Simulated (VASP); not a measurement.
# SnTe in VASP: further runs

SnTe is run at these levels: PBE, LDA, PBEsol; tasks: single point.

All numbers are computed with VASP 6.6.1; they aren't measurements. Logs are shortened: lines on timing, memory, paths and dates and some standing lists are left out, and cuts for length are marked.

### Step 1. The cell of the first run

The typed cell holds 2 atoms: a = 3.879 Å, b = 3.881 Å, c = 3.884 Å, α = 90.06°, β = 89.42°, γ = 90.33°.

### Step 2. Single point, PBE (atoms moved at random and the cell strained at random)

Input file INCAR:

```
PREC = Accurate
ENCUT = 520
EDIFF = 1E-6
ISMEAR = 0
SIGMA = 0.1
LREAL = False
LASPH = True
NELM = 100
ALGO = Normal
ISIF = 2
LWAVE = False
LCHARG = False
GGA = PE
NBANDS = 17
```

Input file KPOINTS:

```
regular mesh
0
Gamma
  10 10 10
```

Input file POSCAR:

```
SnTe
1.0
    3.8790851680     -0.0110112540      0.0195235000
   -0.0110112540      3.8805689540     -0.0019133030
    0.0195235000     -0.0019133030      3.8843955600
Sn Te
1 1
Direct
    0.0017286859     -0.0141137603     -0.0058237509
    0.4982713141      0.5141137603      0.5058237509
```

Potentials or basis: VASP PAW PBE potentials, release 64 (Sn_d, Te).

The run is started by

```bash
cat potpaw_PBE.64/Sn_d/POTCAR potpaw_PBE.64/Te/POTCAR > POTCAR
mpirun -np 1 vasp_std > vasp.out
```

OUTCAR:

```text
PREC = Accurate
   ENCUT = 520
   EDIFF = 1E-6
   ISMEAR = 0
   LREAL = False
   LASPH = True
   NELM = 100
   ISIF = 2
   GGA = PE

 ion  position               nearest neighbor table
   1  0.002  0.986  0.994-   2 3.26   2 3.29   2 3.32   2 3.34   2 3.38   2 3.43   2 3.45   2 3.45

   2  0.498  0.514  0.506-   1 3.26   1 3.29   1 3.32   1 3.34   1 3.38   1 3.43   1 3.45   1 3.45

  LATTYP: Found a triclinic cell.
 ALAT       =     6.7106850421
 B/A-ratio  =     1.2927897837
 C/A-ratio  =     0.5780557279
 COS(alpha) =     0.0005755812
 COS(beta)  =     0.5755161177
 COS(gamma) =     0.7760571963

  Lattice vectors:

 A1 = (  -3.8705729220,   3.8896669050,   3.8629587570)
 A2 = (  -0.0024990080,   7.7592246050,   3.8805689540)
 A3 = (  -3.8790851680,   0.0110112540,  -0.0195235000)

Analysis of symmetry for initial positions (statically):
=====================================================================
 Subroutine PRICEL returns:
 Original cell was already a primitive cell.

 Routine SETGRP: Setting up the symmetry group for a
 triclinic supercell.

 Subroutine GETGRP returns: Found  1 space group operations
 (whereof  1 operations were pure point group operations)
 out of a pool of  2 trial point group operations.

The static configuration has the point symmetry C_1 .

Analysis of symmetry for dynamics (positions and initial velocities):
=====================================================================
 Subroutine PRICEL returns:
 Original cell was already a primitive cell.

 Routine SETGRP: Setting up the symmetry group for a
 triclinic supercell.

 Subroutine GETGRP returns: Found  1 space group operations
 (whereof  1 operations were pure point group operations)
 out of a pool of  2 trial point group operations.

The dynamic configuration has the point symmetry C_1 .

 Subroutine INISYM returns: Found  1 space group operations
 (whereof  1 operations are pure point group operations),
 and found     1 'primitive' translations

----------------------------------------------------------------------------------------

                                     Primitive cell

  volume of cell :      58.4701

  direct lattice vectors                    reciprocal lattice vectors
[... 77 lines left out ...]
 SYSTEM =  unknown system
   PREC   = accura    normal or accurate (medium, high low for compatibility)
   ISTART =      0    job   : 0-new  1-cont  2-samecut
   ICHARG =      2    charge: 1-file 2-atom 10-const
   ISPIN  =      1    spin polarized calculation?
   LNONCOLLINEAR =      F non collinear calculations
   LSORBIT =      F    spin-orbit coupling
   LASPH  =      T    aspherical Exc in radial PAW
   ENCUT  =  520.0 eV  38.22 Ry    6.18 a.u.   7.21  7.22  7.22*2*pi/ulx,y,z
   NELM   =    100;   NELMIN=  2; NELMDL= -5     # of ELM steps
   EDIFF  = 0.1E-05   stopping-criterion for ELM
   LREAL  =      F    real-space projection
   EDIFFG = 0.1E-04   stopping-criterion for IOM
   NSW    =      0    number of steps for IOM
   IBRION =     -1    ionic relax: 0-MD 1-quasi-New 2-CG
   NFREE  =      0    steps in history (QN), initial steepest desc. (CG)
   ISIF   =      2    stress and relaxation
   ISYM   =      2    0-nonsym 1-usesym 2-fastsym
   POTIM  = 0.5000    time-step for ionic-motion
   TEBEG  =    0.0;   TEEND  =   0.0 temperature during run
   PSTRESS=    0.0 pullay stress
   NELECT =      20.0000    total number of electrons
   NUPDOWN=      -1.0000    fix difference up-down
   EMIN   =  10.00;   EMAX   =-10.00  energy-range for DOS
   EFERMI =   0.00;   METHOD = LEGACY
   ISMEAR =     0;   SIGMA  =   0.10  broadening in eV -4-tet -1-fermi 0-gaus
   EFERMI_NEDOS =   21; number of points for ismear=-14 and -15
   IALGO  =     38    algorithm
   IMIX   =      4    mixing-type and parameters
     AMIX     =   0.40;   BMIX     =  1.00
     AMIX_MAG =   1.60;   BMIX_MAG =  1.00
  volume/ion in A,a.u.               =      29.24       197.29
  Fermi-wavevector in a.u.,A,eV,Ry     =   1.144916  2.163578 17.834962  1.310833
  Thomas-Fermi vector in A             =   2.281606
   LORBIT       =      0    0 simple, 1 ext, 2 COOP (PROOUT), +10 PAW based schemes
   GGA     = PE    functional components
   LHFCALC =     F    Hartree Fock is set to
   AEXX    =    0.0000 exact exchange contribution
   IVDW    =     0    specifies the selected vdW correction
   LEPSILON=     F    determine dielectric tensor
   LRPA    =     F    only Hartree local field effects (RPA)
 non-spin polarized calculation
 Gauss-broadening in eV      SIGMA  =   0.10
  energy-cutoff  :      520.00
  volume of cell :       58.47
 maximum number of plane-waves:      1604
 NGX is ok and might be reduce to    30
   NGX = 15   NGY = 15   NGZ = 15

 number of electron      19.9999998 magnetization

 Free energy of the ion-electron system (eV)
  ---------------------------------------------------
  ext. energy  EPLUGINS =         0.00000000
  ---------------------------------------------------
  free energy    TOTEN  =        -7.09303005 eV

  energy without entropy =       -7.08700620  energy(sigma->0) =       -7.09001813

 E-fermi :   7.2108     XC(G=0):  -9.9540

 val. band max:        7.1967413625   @ k =   0.0000   0.3000   0.4000
 cond. band min:       7.2149387151   @ k =  -0.3000  -0.0000   0.4000
 fundamental gap:      0.0181973526
 Fermi energy:         7.2108022733

 k-point     1 :       0.0000    0.0000    0.0000
  band No.  band energies     occupation
      1     -14.3498      2.00000
      2     -14.3487      2.00000
      3     -14.3105      2.00000
      4     -14.3098      2.00000
      5     -14.3088      2.00000
      6      -5.1801      2.00000
[... 457 lines left out ...]
      4     -14.3162      2.00000
      5     -14.3131      2.00000
      6      -4.2346      2.00000
[... 9 lines left out ...]
     16      15.5772      0.00000
     17      15.8545      0.00000

 [... further k-points ...]
[... 5 lines left out ...]
  --------------------------------------------------------------------------------------
  -------------------------------------------------------------------------------------
  Total        0.1558072      0.1623617      0.1439290      0.0076169      0.0248039     -0.0353934
  in kB        4.2693779      4.4489820      3.9438939      0.2087149      0.6796683     -0.9698385
  external PRESSURE =       4.2207513 kB  Pullay stress =       0.0000000 kB

 VOLUME and BASIS-vectors are now :
 -----------------------------------------------------------------------------
  energy-cutoff  :      520.00
  volume of cell :       58.47
      direct lattice vectors                 reciprocal lattice vectors
     3.879085168 -0.011011254  0.019523500     0.257801336  0.000730882 -0.001295385
    -0.011011254  3.880568954 -0.001913303     0.000730882  0.257696306  0.000123258
     0.019523500 -0.001913303  3.884395560    -0.001295385  0.000123258  0.257446882

 POSITION                                       TOTAL-FORCE (eV/Angst)
 -----------------------------------------------------------------------------------
      0.01526      3.82388      3.85992         0.007200     -0.049828     -0.020598
      1.93705      1.98860      1.97356        -0.007200      0.049828      0.020598
 -----------------------------------------------------------------------------------
    total drift:                                0.000290      0.000499     -0.000525

  FREE ENERGIE OF THE ION-ELECTRON SYSTEM (eV)
  ---------------------------------------------------
  free  energy   TOTEN  =        -7.0930300492 eV

  energy  without entropy=       -7.0870062049  energy(sigma->0) =       -7.09001813
```

OSZICAR:

```text
N       E                     dE             d eps       ncg     rms          rms(c)
DAV:   1     0.125229049895E+03    0.12523E+03   -0.95436E+03 17347   0.139E+03
DAV:   2     0.398509146023E+01   -0.12124E+03   -0.11802E+03 18279   0.338E+02
DAV:   3    -0.686364257005E+01   -0.10849E+02   -0.10695E+02 21251   0.878E+01
DAV:   4    -0.716444628659E+01   -0.30080E+00   -0.30013E+00 20630   0.149E+01
DAV:   5    -0.717585402678E+01   -0.11408E-01   -0.11407E-01 24607   0.288E+00    0.468E+00
DAV:   6    -0.709422762715E+01    0.81626E-01   -0.19312E-01 22945   0.294E+00    0.302E+00
DAV:   7    -0.709322730157E+01    0.10003E-02   -0.31132E-02 20317   0.881E-01    0.108E+00
DAV:   8    -0.709299912297E+01    0.22818E-03   -0.31499E-03 20326   0.444E-01    0.142E-01
DAV:   9    -0.709302845357E+01   -0.29331E-04   -0.40041E-04 23732   0.132E-01    0.506E-02
DAV:  10    -0.709302874252E+01   -0.28895E-06   -0.26013E-05 19902   0.311E-02    0.400E-02
DAV:  11    -0.709303064612E+01   -0.19036E-05   -0.13851E-05 20940   0.339E-02    0.133E-02
DAV:  12    -0.709303004923E+01    0.59689E-06   -0.10760E-06 13202   0.775E-03
   1 F= -.70930300E+01 E0= -.70900181E+01  d E =-.602384E-02
```

stdout:

```text
POSCAR found type information on POSCAR SnTe
 POSCAR found :  2 types and       2 ions
 scaLAPACK will be used
 LDA part: xc-table for (Slater+PW92), standard interpolation
 POSCAR, INCAR and KPOINTS ok, starting setup
 FFT: planning ... GRIDC
 FFT: planning ... GRID_SOFT
 FFT: planning ... GRID
 WAVECAR not read
 entering main loop
```

Wall time 5 min (1 thread of Intel Xeon Platinum 8259CL at 2.50GHz (Skylake/Cascade Lake), shared host); peak memory 0.58 GiB.

What came out:

```
Free energy            : -7.0930 eV
Pressure               : 0.4 GPa
Largest force          : 0.054 eV/Å
Band gap on the k mesh : zero (band 10 reaches 7.65 eV, above the bottom of band 11 at 5.91 eV)
```

Forces in eV/Å, atoms in the order of the input:
```
Sn   0.007 -0.050 -0.021
Te  -0.007  0.050  0.021
```

Levels at points of the mesh, in eV from the Fermi level:
| k point | band 8 | band 9 | band 10 | band 11 | band 12 | band 13 |
| --- | --- | --- | --- | --- | --- | --- |
| (0.00, 0.00, 0.00) | -1.77 | -1.71 | -1.66 | 3.49 | 3.58 | 5.47 |
| (0.50, 0.00, 0.00) | -0.28 | -0.22 | 0.11 | 0.36 | 2.24 | 2.28 |
| (0.00, 0.50, 0.00) | -0.29 | -0.22 | 0.02 | 0.36 | 2.26 | 2.33 |
| (0.50, 0.50, 0.00) | -4.80 | -4.77 | 0.34 | 3.44 | 3.88 | 3.91 |
| (0.00, 0.00, 0.50) | -0.27 | -0.22 | 0.11 | 0.37 | 2.24 | 2.30 |
| (0.50, 0.00, 0.50) | -4.83 | -4.80 | 0.35 | 3.47 | 3.89 | 3.95 |
| (0.00, 0.50, 0.50) | -4.81 | -4.75 | 0.34 | 3.45 | 3.89 | 3.92 |
| (0.50, 0.50, 0.50) | -2.95 | -2.93 | -2.87 | -1.30 | -1.24 | -1.20 |

Caveat: the cell differs from its parent crystal (atoms moved at random and the cell strained at random); spin-orbit coupling is left out, which moves the levels of the heavy elements.

(Part 1 of 2 ends here.)
